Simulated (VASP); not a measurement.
# ZnS (Cm) in VASP: a series of runs

The runs below take ZnS through single point, with PBE.

All numbers are computed with VASP 6.6.1; they aren't measurements. Logs are shortened: lines on timing, memory, paths and dates and some standing lists are left out, and cuts for length are marked.

**1. The cell of the first run**

Symmetry: Cm, No. 8, monoclinic system. The conventional cell has a = 6.601 Å, b = 3.811 Å, c = 12.480 Å, α = 90.00°, β = 92.53°, γ = 90.00°. Zn (site symmetry m) has 4 S at 2.31 to 2.40 Å within 3.1 Å. Zn (site symmetry m) has 4 S at 2.31 to 2.40 Å within 3.1 Å. Within 3.1 Å of Zn (site symmetry m) lie 4 S at 2.31 to 2.46 Å. Zn (site symmetry m) has 4 S at 2.31 to 2.40 Å within 3.1 Å. S (site symmetry m) has 4 Zn at 2.31 to 2.40 Å within 3.1 Å. S (site symmetry m) has 4 Zn at 2.31 to 2.40 Å within 3.1 Å. S (site symmetry m) has 4 Zn at 2.31 to 2.46 Å within 3.1 Å. Within 3.1 Å of S (site symmetry m) lie 4 Zn at 2.31 to 2.40 Å.

**2. Single point, PBE**

INCAR

```
PREC = Accurate ; ENCUT = 520
EDIFF = 1E-6 ; ISMEAR = 0
SIGMA = 0.05 ; LREAL = F
LASPH = T ; NELM = 100
ALGO = Normal ; ISIF = 2
LWAVE = F ; LCHARG = F
GGA = PE ; NBANDS = 46
```

KPOINTS

```
regular mesh
0
Gamma
  8 8 3
```

POSCAR

```
ZnS
1.0
   -3.8109987816      0.0000000000      0.0000000000
   -1.9054993908     -3.3004217586      0.0000000000
   -5.2403138746     -3.0254966261     12.4680000000
Zn S
4 4
Direct
   -0.2659592917     -0.2659592917      0.6537500000
    0.1923907083      0.1923907083      0.1537500000
   -0.1618009583     -0.1618009583      0.9037500000
    0.2965490417      0.2965490417      0.4037500000
   -0.4424240417     -0.4424240417      0.8462500000
    0.0159259583      0.0159259583      0.3462500000
    0.5784342917      0.5784342917      0.0962500000
    0.1200842917      0.1200842917      0.5962500000
```

Potentials or basis: VASP PAW PBE potentials, release 64 (Zn, S).

The run is started by

```sh
cat potpaw_PBE.64/Zn/POTCAR potpaw_PBE.64/S/POTCAR > POTCAR
mpirun -np 1 vasp_std > vasp.out
```

OUTCAR:

```text
PREC = Accurate
   ENCUT = 520
   EDIFF = 1E-6
   ISMEAR = 0
   LREAL = F
   LASPH = T
   NELM = 100
   ISIF = 2
   GGA = PE

 ion  position               nearest neighbor table
   1  0.734  0.734  0.654-   8 2.31   8 2.31   8 2.31   5 2.40
   2  0.192  0.192  0.154-   7 2.31   7 2.31   7 2.31   6 2.40
   3  0.838  0.838  0.904-   5 2.31   5 2.31   5 2.31   7 2.46
   4  0.297  0.297  0.404-   6 2.31   6 2.31   6 2.31   8 2.40
   5  0.558  0.558  0.846-   3 2.31   3 2.31   3 2.31   1 2.40
   6  0.016  0.016  0.346-   4 2.31   4 2.31   4 2.31   2 2.40
   7  0.578  0.578  0.096-   2 2.31   2 2.31   2 2.31   3 2.46
   8  0.120  0.120  0.596-   1 2.31   1 2.31   1 2.31   4 2.40

  LATTYP: Found a base centered monoclinic cell.
 ALAT       =     6.6008435173
 B/A-ratio  =     0.5773502692
 C/A-ratio  =     1.8906854145
 COS(beta)  =    -0.0440580963

  Lattice vectors:

 A1 = (  -3.8109987816,   0.0000000000,   0.0000000000)
 A2 = (  -1.9054993908,  -3.3004217586,   0.0000000000)
 A3 = (   0.4761842978,   0.2749251325,  12.4680000000)

Analysis of symmetry for initial positions (statically):
=====================================================================
 Subroutine PRICEL returns:
 Original cell was already a primitive cell.

 Routine SETGRP: Setting up the symmetry group for a
 base centered monoclinic supercell.

 Subroutine GETGRP returns: Found  2 space group operations
 (whereof  2 operations were pure point group operations)
 out of a pool of  4 trial point group operations.

The static configuration has the point symmetry C_1h.

Analysis of symmetry for dynamics (positions and initial velocities):
=====================================================================
 Subroutine PRICEL returns:
 Original cell was already a primitive cell.

 Routine SETGRP: Setting up the symmetry group for a
 base centered monoclinic supercell.

 Subroutine GETGRP returns: Found  2 space group operations
 (whereof  2 operations were pure point group operations)
 out of a pool of  4 trial point group operations.

The dynamic configuration has the point symmetry C_1h.

 Subroutine INISYM returns: Found  2 space group operations
 (whereof  2 operations are pure point group operations),
 and found     1 'primitive' translations

----------------------------------------------------------------------------------------

                                     Primitive cell

  volume of cell :     156.8213

  direct lattice vectors                    reciprocal lattice vectors
    -3.810998782  0.000000000  0.000000000    -0.262398405  0.151495789 -0.073524222
    -1.905499391 -3.300421759  0.000000000     0.000000000 -0.302991579 -0.073524222
    -5.240313875 -3.025496626 12.468000000     0.000000000  0.000000000  0.080205326

  length of vectors
     3.810998782  3.810998782 13.858771350     0.311784714  0.311784714  0.080205326

  position of ions in fractional coordinates (direct lattice)
     0.734040708  0.734040708  0.653750000
     0.192390708  0.192390708  0.153750000
     0.838199042  0.838199042  0.903750000
     0.296549042  0.296549042  0.403750000
     0.557575958  0.557575958  0.846250000
     0.015925958  0.015925958  0.346250000
     0.578434292  0.578434292  0.096250000
     0.120084292  0.120084292  0.596250000

  ion indices of the primitive-cell ions
   primitive index   ion index
                 1           1
                 2           2
                 3           3
                 4           4
                 5           5
                 6           6
                 7           7
                 8           8

----------------------------------------------------------------------------------------

 KPOINTS: regular mesh

Automatic generation of k-mesh.
 Grid dimensions read from file:
 generate k-points for:    8    8    3

 Generating k-lattice:

  Cartesian coordinates                     Fractional coordinates (reciprocal lattice)
    -0.032799801  0.018936974 -0.009190528     0.125000000 -0.000000000  0.000000000
     0.000000000 -0.037873947 -0.009190528     0.000000000  0.125000000  0.000000000
     0.000000000  0.000000000  0.026735109     0.000000000  0.000000000  0.333333333

  Length of vectors
     0.038973089  0.038973089  0.026735109

  Shift w.r.t. Gamma in fractional coordinates (k-lattice)
     0.000000000  0.000000000  0.000000000

 Subroutine IBZKPT returns following result:
 ===========================================

 Found     57 irreducible k-points:

 Following reciprocal coordinates:
            Coordinates               Weight
  0.000000  0.000000  0.000000      1.000000
  0.125000 -0.000000  0.000000      4.000000
  0.250000 -0.000000  0.000000      4.000000
  0.375000 -0.000000  0.000000      4.000000
  0.500000 -0.000000  0.000000      2.000000
  0.125000  0.125000  0.000000      2.000000
[... 16 lines left out ...]
  0.125000 -0.000000  0.333333      4.000000
  0.250000 -0.000000  0.333333      4.000000
 [... further k-points ...]
   k-points           NKPTS =     57   k-points in BZ     NKDIM =     57   number of bands    NBANDS=     46
   number of dos      NEDOS =    301   number of ions     NIONS =      8
   total plane-waves  NPLWV =  84672
   dimension x,y,z NGX =    28 NGY =   28 NGZ =  108
   dimension x,y,z NGXF=    56 NGYF=   56 NGZF=  216
   ions per type =               4   4
   NGX,Y,Z   is equivalent  to a cutoff of  12.21, 12.21, 12.96 a.u.
   NGXF,Y,Z  is equivalent  to a cutoff of  24.43, 24.43, 25.91 a.u.
 SYSTEM =  unknown system
   PREC   = accura    normal or accurate (medium, high low for compatibility)
   ISTART =      0    job   : 0-new  1-cont  2-samecut
   ICHARG =      2    charge: 1-file 2-atom 10-const
   ISPIN  =      1    spin polarized calculation?
   LNONCOLLINEAR =      F non collinear calculations
   LSORBIT =      F    spin-orbit coupling
   LASPH  =      T    aspherical Exc in radial PAW
   ENCUT  =  520.0 eV  38.22 Ry    6.18 a.u.   7.09  7.09 25.77*2*pi/ulx,y,z
   NELM   =    100;   NELMIN=  2; NELMDL= -5     # of ELM steps
   EDIFF  = 0.1E-05   stopping-criterion for ELM
   LREAL  =      F    real-space projection
   EDIFFG = 0.1E-04   stopping-criterion for IOM
   NSW    =      0    number of steps for IOM
   IBRION =     -1    ionic relax: 0-MD 1-quasi-New 2-CG
   NFREE  =      0    steps in history (QN), initial steepest desc. (CG)
   ISIF   =      2    stress and relaxation
   ISYM   =      2    0-nonsym 1-usesym 2-fastsym
   POTIM  = 0.5000    time-step for ionic-motion
   TEBEG  =    0.0;   TEEND  =   0.0 temperature during run
   PSTRESS=    0.0 pullay stress
   NELECT =      72.0000    total number of electrons
   NUPDOWN=      -1.0000    fix difference up-down
   EMIN   =  10.00;   EMAX   =-10.00  energy-range for DOS
   EFERMI =   0.00;   METHOD = LEGACY
   ISMEAR =     0;   SIGMA  =   0.05  broadening in eV -4-tet -1-fermi 0-gaus
   EFERMI_NEDOS =   21; number of points for ismear=-14 and -15
   IALGO  =     38    algorithm
   IMIX   =      4    mixing-type and parameters
     AMIX     =   0.40;   BMIX     =  1.00
     AMIX_MAG =   1.60;   BMIX_MAG =  1.00
  volume/ion in A,a.u.               =      19.60       132.29
  Fermi-wavevector in a.u.,A,eV,Ry     =   1.262944  2.386617 21.701656  1.595027
  Thomas-Fermi vector in A             =   2.396326
   LORBIT       =      0    0 simple, 1 ext, 2 COOP (PROOUT), +10 PAW based schemes
   GGA     = PE    functional components
   LHFCALC =     F    Hartree Fock is set to
   AEXX    =    0.0000 exact exchange contribution
   IVDW    =     0    specifies the selected vdW correction
   LEPSILON=     F    determine dielectric tensor
   LRPA    =     F    only Hartree local field effects (RPA)
 non-spin polarized calculation
 Gauss-broadening in eV      SIGMA  =   0.05
  energy-cutoff  :      520.00
  volume of cell :      156.82
 maximum number of plane-waves:      4246
   NGX = 15   NGY = 15   NGZ = 51

 number of electron      71.9999992 magnetization

 Free energy of the ion-electron system (eV)
  ---------------------------------------------------
  ext. energy  EPLUGINS =         0.00000000
  ---------------------------------------------------
  free energy    TOTEN  =       -27.20496745 eV

  energy without entropy =      -27.20496745  energy(sigma->0) =      -27.20496745

 E-fermi :   2.4880     XC(G=0):  -9.6582

 val. band max:        2.2686659454   @ k =   0.0000   0.0000   0.0000
 cond. band min:       4.3658119563   @ k =   0.0000   0.0000   0.0000
 fundamental gap:      2.0971460109
 Fermi energy:         2.4880487518

 k-point     1 :       0.0000    0.0000    0.0000
  band No.  band energies     occupation
      1     -11.0268      2.00000
      2     -10.6205      2.00000
      3     -10.5718      2.00000
      4     -10.0869      2.00000
      5      -4.2500      2.00000
      6      -4.2496      2.00000
[... 38 lines left out ...]
     45       8.7785      0.00000
     46       8.9722      0.00000

 k-point     2 :       0.1250   -0.0000    0.0000
  band No.  band energies     occupation
      1     -10.9154      2.00000
      2     -10.5867      2.00000
      3     -10.4254      2.00000
      4     -10.0323      2.00000
      5      -4.2572      2.00000
      6      -4.2238      2.00000
[... 38 lines left out ...]
     45       8.9615      0.00000
     46       9.1114      0.00000

 k-point     3 :       0.2500   -0.0000    0.0000
  band No.  band energies     occupation
      1     -10.6191      2.00000
      2     -10.4051      2.00000
      3     -10.1461      2.00000
      4      -9.9005      2.00000
      5      -4.2575      2.00000
      6      -4.2063      2.00000
[... 1018 lines left out ...]
     45       8.9245      0.00000
     46       9.1052      0.00000

 k-point    24 :       0.2500   -0.0000    0.3333
  band No.  band energies     occupation
      1     -10.6343      2.00000
      2     -10.3441      2.00000
      3     -10.2103      2.00000
      4      -9.8821      2.00000
      5      -4.2564      2.00000
      6      -4.2038      2.00000
[... 38 lines left out ...]
     45       9.3910      0.00000
     46       9.7066      0.00000

 [... further k-points ...]

------------------------ aborting loop because EDIFF is reached ----------------------------------------

  FORCE on cell =-STRESS in cart. coord.  units (eV):
  Direction    XX          YY          ZZ          XY          YZ          ZX
  --------------------------------------------------------------------------------------
  -------------------------------------------------------------------------------------
  Total        3.0832569      2.8327182      0.9982506      0.2169729     -0.6246273     -1.0818866
  in kB       31.5003402     28.9406916     10.1987075      2.2167207     -6.3815548    -11.0531810
  external PRESSURE =      23.5465798 kB  Pullay stress =       0.0000000 kB

 VOLUME and BASIS-vectors are now :
 -----------------------------------------------------------------------------
  energy-cutoff  :      520.00
  volume of cell :      156.82
      direct lattice vectors                 reciprocal lattice vectors
    -3.810998782  0.000000000  0.000000000    -0.262398405  0.151495789 -0.073524222
    -1.905499391 -3.300421759  0.000000000     0.000000000 -0.302991579 -0.073524222
    -5.240313875 -3.025496626 12.468000000     0.000000000  0.000000000  0.080205326

 POSITION                                       TOTAL-FORCE (eV/Angst)
 -----------------------------------------------------------------------------------
     -7.62200     -4.40056      8.15096         0.024436      0.014108      0.294957
     -1.90550     -1.10014      1.91696         0.053868      0.031101      0.334348
     -9.52750     -5.50070     11.26796         0.143192      0.082672      0.419944
     -3.81100     -2.20028      5.03396        -0.001074     -0.000620      0.293739
     -7.62200     -4.40056     10.55104         0.160935      0.092916     -0.311554
     -1.90550     -1.10014      4.31704        -0.024930     -0.014393     -0.289863
     -3.81100     -2.20028      1.20004        -0.361308     -0.208601     -0.442952
     -3.81100     -2.20028      7.43404         0.004882      0.002818     -0.298619
 -----------------------------------------------------------------------------------
    total drift:                                0.000873      0.000504     -0.000414

  FREE ENERGIE OF THE ION-ELECTRON SYSTEM (eV)
  ---------------------------------------------------
  free  energy   TOTEN  =       -27.2049674536 eV

  energy  without entropy=      -27.2049674536  energy(sigma->0) =      -27.20496745
```

It used 940 s of CPU time on 1 thread of AMD EPYC 7R13 Processor (Zen 3), on a shared host.

What came out:

```yaml
Free_energy: -27.2050 eV
Pressure: 2.4 GPa
Largest_force: 0.608 eV/Å
Band_gap_on_the_k_mesh: 2.10 eV, direct
```

Forces on the atoms (eV/Å):
```
Zn   0.024  0.014  0.295
Zn   0.054  0.031  0.334
Zn   0.143  0.083  0.420
Zn  -0.001 -0.001  0.294
S    0.161  0.093 -0.312
S   -0.025 -0.014 -0.290
S   -0.361 -0.209 -0.443
S    0.005  0.003 -0.299
```

Stress tensor (GPa, compression positive):
```
 3.15  0.22 -1.11
 0.22  2.89 -0.64
-1.11 -0.64  1.02
```

Levels at points of the mesh, in eV from the valence-band top:
```
           k point  band 32  band 33  band 34  band 35  band 36  band 37  band 38  band 39  band 40  band 41
(0.00, 0.00, 0.00)    -0.53    -0.51    -0.19    -0.14     0.00     2.10     2.92     3.35     3.43     6.05
(0.50, 0.00, 0.00)    -2.11    -1.52    -1.42    -1.27    -1.11     3.22     3.43     3.66     3.78     5.30
(0.50, 0.50, 0.00)    -1.78    -1.74    -1.61    -1.32    -1.09     3.14     3.48     3.55     4.28     4.78
```

A k mesh can miss the band edges. Expect the measured gap to be larger: semilocal functionals such as PBE lack the derivative discontinuity.

**3. Single point, PBE**

This run uses another cell than the first one, of the same volume but with other edges.

INCAR

```
SYSTEM = ZnS
ALGO     = Normal         ! electronic algorithm
EDIFF    = 1E-6           ! SCF threshold, eV
ENCUT    = 520            ! plane-wave cutoff, eV
GGA      = PE             ! functional
ISIF     = 2              ! what is computed and relaxed
ISMEAR   = 0              ! smearing method
LASPH    = .True.         ! aspherical terms in the spheres
LCHARG   = .True.         ! write CHGCAR
LELF     = .True.         ! ELF
LREAL    = .False.        ! projectors in reciprocal space
LVHAR    = .True.       
LWAVE    = .False.        ! write WAVECAR
NBANDS   = 46             ! bands
NELM     = 80             ! most SCF steps
PREC     = Accurate       ! precision mode
SIGMA    = 0.05           ! smearing width, eV
```

KPOINTS

```
k-points
0
Gamma
  8 8 3
  0 0 0
```

POSCAR

```
ZnS
1.0
   -3.8109987816      0.0000000000      0.0000000000
   -1.9054993908     -3.3004217586      0.0000000000
   -2.8582490862     -1.6502108793     12.4680000000
Zn S
4 4
Direct
    0.0064583333      0.0064583333      0.6537500000
    0.2564583333      0.2564583333      0.1537500000
    0.2147916667      0.2147916667      0.9037500000
    0.4647916667      0.4647916667      0.4037500000
   -0.0897916667     -0.0897916667      0.8462500000
    0.1602083333      0.1602083333      0.3462500000
    0.6185416667      0.6185416667      0.0962500000
    0.3685416667      0.3685416667      0.5962500000
```

Potentials or basis: VASP PAW PBE potentials, release 64 (Zn, S).

The run is started by

```sh
cat potpaw_PBE.64/Zn/POTCAR potpaw_PBE.64/S/POTCAR > POTCAR
mpirun -np 1 vasp_std > vasp.out
```

Run time: 13 min. Hardware: 1 thread of Oxide Virtual Turin-like, shared host; peak memory 0.43 GiB.

Results (log left out):

```
Free energy            : -26.6054 eV
Pressure               : 2.1 GPa
Largest force          : 0.551 eV/Å
Band gap on the k mesh : 1.55 eV, direct
```

Forces in eV/Å, atoms in the order of the input:
```
Zn  -0.033 -0.019  0.150
Zn  -0.157 -0.090  0.392
Zn   0.080  0.046  0.217
Zn  -0.005 -0.003  0.135
S   -0.225 -0.130 -0.215
S    0.023  0.014 -0.116
S    0.332  0.192 -0.396
S   -0.017 -0.010 -0.167
```

Stress tensor (GPa, compression positive):
```
2.51 0.71 0.82
0.71 1.68 0.47
0.82 0.47 2.12
```

Levels at points of the mesh, in eV from the valence-band top:
```
           k point  band 32  band 33  band 34  band 35  band 36  band 37  band 38  band 39  band 40  band 41
(0.00, 0.00, 0.00)    -0.49    -0.45    -0.17    -0.14     0.00     1.55     2.77     3.15     3.41     5.82
(0.50, 0.00, 0.00)    -2.05    -1.70    -1.62    -1.22    -0.63     2.04     3.29     3.47     4.09     4.34
(0.50, 0.50, 0.00)    -1.98    -1.78    -1.53    -1.14    -1.02     2.15     3.30     3.56     3.89     4.84
```

(Continued in part 2 of 2.)
